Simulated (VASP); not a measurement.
# GaN (P6_3mc) in VASP: further runs

Runs on GaN. Level: r2SCAN. Tasks: relaxation of cell and atoms, single point.

Everything below comes from runs of VASP 6.6.1. Logs are shortened: lines on timing, memory, paths and dates and some standing lists are left out, and cuts for length are marked.

## 1. The cell of the first run

The structure is hexagonal, space group P6_3mc (No. 186). Conventional cell: a = 3.190 Å, b = 3.190 Å, c = 5.189 Å, α = 90.00°, β = 90.00°, γ = 120.00°. Within 2.6 Å of Ga (site symmetry 3m) lie 4 N at 1.95 to 1.96 Å. Within 2.6 Å of N (site symmetry 3m) lie 4 Ga at 1.95 to 1.96 Å.

## 2. Relaxation of cell and atoms, r2SCAN

File POSCAR:

```
GaN
1.0
    3.1900000000      0.0000000000      0.0000000000
   -1.5950000000      2.7626210381      0.0000000000
    0.0000000000      0.0000000000      5.1890000000
Ga N
2 2
Direct
    0.3333333333      0.6666666667      0.0000000000
    0.6666666667      0.3333333333      0.5000000000
    0.3333333333      0.6666666667      0.3768000000
    0.6666666667      0.3333333333      0.8768000000
```

File INCAR.step1:

```
  PREC = Accurate
  ENCUT = 600
  ISMEAR = 0
  SIGMA = 0.01
  LREAL = F
  LASPH = T
  NELM = 60
  GGA = PE
  ALGO = Normal
  EDIFF = 1E-4
  LWAVE = T
  LCHARG = F
```

File INCAR.step2:

```
  PREC = Accurate
  ENCUT = 600
  EDIFF = 1E-6
  ISMEAR = 0
  SIGMA = 0.01
  LREAL = F
  LASPH = T
  NELM = 60
  ALGO = Normal
  ISIF = 3
  LWAVE = F
  LCHARG = F
  METAGGA = R2SCAN
  LMIXTAU = T
  IBRION = 2
  NSW = 80
  EDIFFG = -0.002
  ISTART = 1
```

File KPOINTS:

```
Automatic mesh
0
Gamma
  8 8 5
```

Potentials or basis: VASP PAW PBE potentials, release 64 (Ga_d, N).

On the command line:

```
> cat potpaw_PBE.64/Ga_d/POTCAR potpaw_PBE.64/N/POTCAR > POTCAR
> cp INCAR.step1 INCAR
> mpirun -np 1 vasp_std > vasp.out
> cp INCAR.step2 INCAR
> mpirun -np 1 vasp_std > vasp.out
```

OUTCAR:

```text
PREC = Accurate
   ENCUT = 600
   EDIFF = 1E-6
   ISMEAR = 0
   LREAL = F
   LASPH = T
   NELM = 60
   ISIF = 3
   METAGGA = R2SCAN
   IBRION = 2
   NSW = 80
   EDIFFG = -0.002
   ISTART = 1

 ion  position               nearest neighbor table
   1  0.333  0.667  0.000-   4 1.95   4 1.95   4 1.95   3 1.96
   2  0.667  0.333  0.500-   3 1.95   3 1.95   3 1.95   4 1.96
   3  0.333  0.667  0.377-   2 1.95   2 1.95   2 1.95   1 1.96
   4  0.667  0.333  0.877-   1 1.95   1 1.95   1 1.95   2 1.96

  LATTYP: Found a hexagonal cell.
 ALAT       =     3.1900000000
 C/A-ratio  =     1.6266457680

  Lattice vectors:

 A1 = (   3.1900000000,   0.0000000000,   0.0000000000)
 A2 = (  -1.5950000000,   2.7626210381,   0.0000000000)
 A3 = (   0.0000000000,   0.0000000000,   5.1890000000)

Analysis of symmetry for initial positions (statically):
=====================================================================
 Subroutine PRICEL returns:
 Original cell was already a primitive cell.

 Routine SETGRP: Setting up the symmetry group for a
 hexagonal supercell.

 Subroutine GETGRP returns: Found 12 space group operations
 (whereof  6 operations were pure point group operations)
 out of a pool of 24 trial point group operations.

The static configuration has the point symmetry C_3v.
 The point group associated with its full space group is C_6v.

Analysis of symmetry for dynamics (positions and initial velocities):
=====================================================================
 Subroutine PRICEL returns:
 Original cell was already a primitive cell.

 Routine SETGRP: Setting up the symmetry group for a
 hexagonal supercell.

 Subroutine GETGRP returns: Found 12 space group operations
 (whereof  6 operations were pure point group operations)
 out of a pool of 24 trial point group operations.

The dynamic configuration has the point symmetry C_3v.
 The point group associated with its full space group is C_6v.

 Subroutine INISYM returns: Found 12 space group operations
 (whereof  6 operations are pure point group operations),
 and found     1 'primitive' translations

----------------------------------------------------------------------------------------

                                     Primitive cell

  volume of cell :      45.7294

  direct lattice vectors                    reciprocal lattice vectors
     3.190000000  0.000000000  0.000000000     0.313479624  0.180987545  0.000000000
    -1.595000000  2.762621038  0.000000000     0.000000000  0.361975090  0.000000000
     0.000000000  0.000000000  5.189000000     0.000000000  0.000000000  0.192715359

  length of vectors
     3.190000000  3.190000000  5.189000000     0.361975090  0.361975090  0.192715359

  position of ions in fractional coordinates (direct lattice)
     0.333333333  0.666666667  0.000000000
     0.666666667  0.333333333  0.500000000
     0.333333333  0.666666667  0.376800000
     0.666666667  0.333333333  0.876800000

  ion indices of the primitive-cell ions
   primitive index   ion index
                 1           1
                 2           2
                 3           3
                 4           4

----------------------------------------------------------------------------------------

 KPOINTS: Automatic mesh

Automatic generation of k-mesh.
 Grid dimensions read from file:
 generate k-points for:    8    8    5

 Generating k-lattice:

  Cartesian coordinates                     Fractional coordinates (reciprocal lattice)
     0.039184953  0.022623443  0.000000000     0.125000000  0.000000000  0.000000000
     0.000000000  0.045246886  0.000000000     0.000000000  0.125000000  0.000000000
     0.000000000  0.000000000  0.038543072     0.000000000  0.000000000  0.200000000

  Length of vectors
     0.045246886  0.045246886  0.038543072

  Shift w.r.t. Gamma in fractional coordinates (k-lattice)
     0.000000000  0.000000000  0.000000000

 Subroutine IBZKPT returns following result:
 ===========================================

 Found     30 irreducible k-points:

 Following reciprocal coordinates:
            Coordinates               Weight
  0.000000  0.000000  0.000000      1.000000
  0.125000  0.000000  0.000000      6.000000
  0.250000  0.000000  0.000000      6.000000
  0.375000  0.000000  0.000000      6.000000
  0.500000  0.000000  0.000000      3.000000
  0.125000  0.125000  0.000000      6.000000
[... 16 lines left out ...]
  0.250000  0.000000  0.400000     12.000000
  0.375000  0.000000  0.400000     12.000000
 [... further k-points ...]
   k-points           NKPTS =     30   k-points in BZ     NKDIM =     30   number of bands    NBANDS=     22
   number of dos      NEDOS =    301   number of ions     NIONS =      4
   total plane-waves  NPLWV =  32928
   dimension x,y,z NGX =    28 NGY =   28 NGZ =   42
   dimension x,y,z NGXF=    56 NGYF=   56 NGZF=   84
   ions per type =               2   2
   NGX,Y,Z   is equivalent  to a cutoff of  14.59, 14.59, 13.46 a.u.
   NGXF,Y,Z  is equivalent  to a cutoff of  29.18, 29.18, 26.91 a.u.
 SYSTEM =  unknown system
   PREC   = accura    normal or accurate (medium, high low for compatibility)
   ISTART =      1    job   : 0-new  1-cont  2-samecut
   ICHARG =      0    charge: 1-file 2-atom 10-const
   ISPIN  =      1    spin polarized calculation?
   LNONCOLLINEAR =      F non collinear calculations
   LSORBIT =      F    spin-orbit coupling
   LASPH  =      T    aspherical Exc in radial PAW
   ENCUT  =  600.0 eV  44.10 Ry    6.64 a.u.   6.37  6.37 10.36*2*pi/ulx,y,z
   NELM   =     60;   NELMIN=  2; NELMDL=  0     # of ELM steps
   EDIFF  = 0.1E-05   stopping-criterion for ELM
   LREAL  =      F    real-space projection
   EDIFFG = -.2E-02   stopping-criterion for IOM
   NSW    =     80    number of steps for IOM
   IBRION =      2    ionic relax: 0-MD 1-quasi-New 2-CG
   NFREE  =      1    steps in history (QN), initial steepest desc. (CG)
   ISIF   =      3    stress and relaxation
   ISYM   =      2    0-nonsym 1-usesym 2-fastsym
   POTIM  = 0.5000    time-step for ionic-motion
   TEBEG  =    0.0;   TEEND  =   0.0 temperature during run
   PSTRESS=    0.0 pullay stress
   NELECT =      36.0000    total number of electrons
   NUPDOWN=      -1.0000    fix difference up-down
   EMIN   =  10.00;   EMAX   =-10.00  energy-range for DOS
   EFERMI =   0.00;   METHOD = LEGACY
   ISMEAR =     0;   SIGMA  =   0.01  broadening in eV -4-tet -1-fermi 0-gaus
   EFERMI_NEDOS =   21; number of points for ismear=-14 and -15
   IALGO  =     38    algorithm
   IMIX   =      4    mixing-type and parameters
     AMIX     =   0.40;   BMIX     =  1.00
     AMIX_MAG =   1.60;   BMIX_MAG =  1.00
  volume/ion in A,a.u.               =      11.43        77.15
  Fermi-wavevector in a.u.,A,eV,Ry     =   1.511624  2.856555 31.089409  2.285007
  Thomas-Fermi vector in A             =   2.621656
   LORBIT       =      0    0 simple, 1 ext, 2 COOP (PROOUT), +10 PAW based schemes
   METAGGA = R2SCAN    functional components
   LHFCALC =     F    Hartree Fock is set to
   AEXX    =    0.0000 exact exchange contribution
   IVDW    =     0    specifies the selected vdW correction
   LEPSILON=     F    determine dielectric tensor
   LRPA    =     F    only Hartree local field effects (RPA)
 conjugate gradient relaxation of ions
 non-spin polarized calculation
 Gauss-broadening in eV      SIGMA  =   0.01
  energy-cutoff  :      600.00
  volume of cell :       45.73
 maximum number of plane-waves:      1550
 NGX is ok and might be reduce to    28
   NGX = 13   NGY = 13   NGZ = 21

--------------------------------------- Ionic step        1  -------------------------------------------

 number of electron      35.9999996 magnetization

 Free energy of the ion-electron system (eV)
  ---------------------------------------------------
  ext. energy  EPLUGINS =         0.00000000
  ---------------------------------------------------
  free energy    TOTEN  =       -43.82307062 eV

  energy without entropy =      -43.82307062  energy(sigma->0) =      -43.82307062

------------------------ aborting loop because EDIFF is reached ----------------------------------------

  FORCE on cell =-STRESS in cart. coord.  units (eV):
  Direction    XX          YY          ZZ          XY          YZ          ZX
  --------------------------------------------------------------------------------------
  -------------------------------------------------------------------------------------
  Total       -0.0401805     -0.0401805      0.0974446      0.0000000      0.0000000      0.0000000
  in kB       -1.4077669     -1.4077669      3.4140731      0.0000000      0.0000000      0.0000000
  external PRESSURE =       0.1995131 kB  Pullay stress =       0.0000000 kB

 VOLUME and BASIS-vectors are now :
 -----------------------------------------------------------------------------
  energy-cutoff  :      600.00
  volume of cell :       45.73
      direct lattice vectors                 reciprocal lattice vectors
     3.190000000  0.000000000  0.000000000     0.313479624  0.180987545  0.000000000
    -1.595000000  2.762621038  0.000000000     0.000000000  0.361975090  0.000000000
     0.000000000  0.000000000  5.189000000     0.000000000  0.000000000  0.192715359
[... 153 lines left out ...]
 POSITION                                       TOTAL-FORCE (eV/Angst)
 -----------------------------------------------------------------------------------
     -0.00000      1.84125      5.19307         0.000000      0.000000      0.003990
      1.59457      0.92063      2.59645         0.000000      0.000000      0.003990
     -0.00000      1.84125      1.95699        -0.000000     -0.000000     -0.003990
      1.59457      0.92063      4.55362        -0.000000     -0.000000     -0.003990
 -----------------------------------------------------------------------------------
    total drift:                                0.000001      0.000001     -0.021466

  FREE ENERGIE OF THE ION-ELECTRON SYSTEM (eV)
  ---------------------------------------------------
  free  energy   TOTEN  =       -43.8231238017 eV

  energy  without entropy=      -43.8231238017  energy(sigma->0) =      -43.82312380

--------------------------------------- Ionic step        6  -------------------------------------------

 number of electron      35.9999996 magnetization

 Free energy of the ion-electron system (eV)
  ---------------------------------------------------
  ext. energy  EPLUGINS =         0.00000000
  ---------------------------------------------------
  free energy    TOTEN  =       -43.82312418 eV

  energy without entropy =      -43.82312418  energy(sigma->0) =      -43.82312418

 E-fermi :   5.1560     XC(G=0): -12.6299

 val. band max:        5.0396080874   @ k =   0.0000   0.0000   0.0000
 cond. band min:       7.3445637649   @ k =   0.0000   0.0000   0.0000
 fundamental gap:      2.3049556775
 Fermi energy:         5.1560131242

 k-point     1 :       0.0000    0.0000    0.0000
  band No.  band energies     occupation
      1     -11.7237      2.00000
      2     -10.7351      2.00000
      3      -8.7857      2.00000
      4      -8.7707      2.00000
      5      -8.7707      2.00000
      6      -8.7035      2.00000
[... 14 lines left out ...]
     21      14.9655      0.00000
     22      15.5953      0.00000
[... 552 lines left out ...]
  band No.  band energies     occupation
      1     -10.7089      2.00000
      2     -10.6080      2.00000
      3      -8.7116      2.00000
      4      -8.6741      2.00000
      5      -8.6297      2.00000
      6      -8.5787      2.00000
[... 14 lines left out ...]
     21      13.1863      0.00000
     22      13.7126      0.00000

 [... further k-points ...]

------------------------ aborting loop because EDIFF is reached ----------------------------------------

  FORCE on cell =-STRESS in cart. coord.  units (eV):
  Direction    XX          YY          ZZ          XY          YZ          ZX
  --------------------------------------------------------------------------------------
  -------------------------------------------------------------------------------------
  Total       -0.0065795     -0.0065795      0.0006269      0.0000000      0.0000000      0.0000000
  in kB       -0.2304521     -0.2304521      0.0219587      0.0000000      0.0000000      0.0000000
  external PRESSURE =      -0.1463152 kB  Pullay stress =       0.0000000 kB

 VOLUME and BASIS-vectors are now :
 -----------------------------------------------------------------------------
  energy-cutoff  :      600.00
  volume of cell :       45.74
      direct lattice vectors                 reciprocal lattice vectors
     3.189145374  0.000000000  0.000000000     0.313563630  0.181036046 -0.000000000
    -1.594572687  2.761880911 -0.000000000     0.000000000  0.362072092 -0.000000000
     0.000000000  0.000000000  5.193328897     0.000000000  0.000000000  0.192554722

 POSITION                                       TOTAL-FORCE (eV/Angst)
 -----------------------------------------------------------------------------------
     -0.00000      1.84125      5.19317         0.000000      0.000000      0.001438
      1.59457      0.92063      2.59650         0.000000      0.000000      0.001438
     -0.00000      1.84125      1.95701        -0.000000     -0.000000     -0.001438
      1.59457      0.92063      4.55367        -0.000000     -0.000000     -0.001438
 -----------------------------------------------------------------------------------
    total drift:                                0.000001      0.000001     -0.024081

  FREE ENERGIE OF THE ION-ELECTRON SYSTEM (eV)
  ---------------------------------------------------
  free  energy   TOTEN  =       -43.8231241839 eV

  energy  without entropy=      -43.8231241839  energy(sigma->0) =      -43.82312418

 reached required accuracy - stopping structural energy minimisation
```

Run time: 3.4 min. Hardware: 1 thread of Intel Xeon 6975P-C (Granite Rapids), shared host; peak memory 0.21 GiB.

Results:

```yaml
Free_energy: -43.8231 eV
Relaxed_volume: 11.44 Å³/atom
Relaxed_cell: a = 3.189 Å, b = 3.189 Å, c = 5.193 Å, α = 90.00°, β = 90.00°, γ = 120.00°
Space_group_after_relaxing_to_0.1_Å: P6_3mc (No. 186)
Energy_gained_by_relaxing: 0.0 meV/atom
Ionic_steps: 6
Pressure_after_relaxing: 0.0 GPa
Band_gap_on_the_k_mesh: 2.31 eV
```

Final structure:
```
Ga N
1.0
     3.18915    0.00000    0.00000
    -1.59457    2.76188    0.00000
     0.00000    0.00000    5.19333
Ga N
2 2
Direct
  0.33333 0.66667 0.99997
  0.66667 0.33333 0.49997
  0.33333 0.66667 0.37683
  0.66667 0.33333 0.87683
```

Levels at points of the mesh, in eV from the valence-band top:
```csv
k point,band 16,band 17,band 18,band 19,band 20,band 21
"(0.00, 0.00, 0.00)",-0.03,0.00,0.00,2.30,4.77,9.93
"(0.50, 0.00, 0.00)",-2.82,-2.22,-1.03,5.56,6.09,6.53
```

Caveat: the PAW data sets were made with another functional, which shifts forces and pressure a little.

## 3. Single point, r2SCAN

This run uses another cell than the first one, of 11.37 Å³/atom.

File POSCAR:

```
GaN
1.0
    3.1830885733      0.0000000000      0.0000000000
   -1.5915442866      2.7566355670      0.0000000000
    0.0000000000      0.0000000000      5.1835152980
Ga N
2 2
Direct
    0.3333333333      0.6666666667      0.0000106776
    0.6666666667      0.3333333333      0.5000106776
    0.3333333333      0.6666666667      0.3767893224
    0.6666666667      0.3333333333      0.8767893224
```

File INCAR.step1:

```
SYSTEM = GaN
PREC     = Accurate       ! precision mode
ENCUT    = 910            ! plane-wave cutoff, eV
ISMEAR   = 0              ! smearing method
SIGMA    = 0.01           ! smearing width, eV
LREAL    = .FALSE.        ! projectors in reciprocal space
LASPH    = .TRUE.         ! aspherical terms in the spheres
NELM     = 120            ! most SCF steps
NBANDS   = 26             ! bands
GGA      = PE             ! functional
ALGO     = Normal         ! electronic algorithm
EDIFF    = 1E-5           ! SCF threshold, eV
LWAVE    = .TRUE.         ! write WAVECAR
LCHARG   = .FALSE.        ! write CHGCAR
GGA_COMPAT= .FALSE.
```

File INCAR.step2:

```
SYSTEM = GaN
PREC     = Accurate       ! precision mode
ENCUT    = 910            ! plane-wave cutoff, eV
EDIFF    = 1E-6           ! SCF threshold, eV
ISMEAR   = 0              ! smearing method
SIGMA    = 0.01           ! smearing width, eV
LREAL    = .FALSE.        ! projectors in reciprocal space
LASPH    = .TRUE.         ! aspherical terms in the spheres
NELM     = 120            ! most SCF steps
ALGO     = Normal         ! electronic algorithm
ISIF     = 2              ! what is computed and relaxed
LWAVE    = .FALSE.        ! write WAVECAR
LCHARG   = .FALSE.        ! write CHGCAR
METAGGA  = R2SCAN         ! meta-GGA
LMIXTAU  = .TRUE.       
NBANDS   = 26             ! bands
ISTART   = 1            
GGA_COMPAT= .FALSE.
```

File KPOINTS:

```
Automatic mesh
0
G
  8 8 5
  0 0 0
```

Potentials or basis: VASP PAW PBE potentials, release 64 (Ga_d, N_h).

On the command line:

```
> cat potpaw_PBE.64/Ga_d/POTCAR potpaw_PBE.64/N_h/POTCAR > POTCAR
> cp INCAR.step1 INCAR
> mpirun -np 1 vasp_std > vasp.out
> cp INCAR.step2 INCAR
> mpirun -np 1 vasp_std > vasp.out
```

It took 4.6 min on 1 thread of AMD EPYC 7R43 (Zen 3), shared host; peak memory 0.24 GiB.

Results (log left out):

```
Free energy            : -43.8193 eV
Pressure               : 1.0 GPa
Largest force          : 0.004 eV/Å
Band gap on the k mesh : 2.34 eV
```

Forces in eV/Å, atoms in the order of the input:
```
Ga   0.000  0.000  0.004
Ga   0.000  0.000  0.004
N    0.000  0.000 -0.004
N    0.000  0.000 -0.004
```

Levels at points of the mesh, in eV from the valence-band top:
| k point | band 16 | band 17 | band 18 | band 19 | band 20 | band 21 |
| --- | --- | --- | --- | --- | --- | --- |
| (0.00, 0.00, 0.00) | -0.04 | 0.00 | 0.00 | 2.34 | 4.81 | 9.96 |
| (0.50, 0.00, 0.00) | -2.83 | -2.24 | -1.03 | 5.58 | 6.12 | 6.55 |

Caveat: the cutoff is under 1.25 times the usual one of these potentials, so pressure, stress and relaxed cells hold a basis-set (Pulay) error; the PAW data sets were made with another functional, which shifts forces and pressure a little.
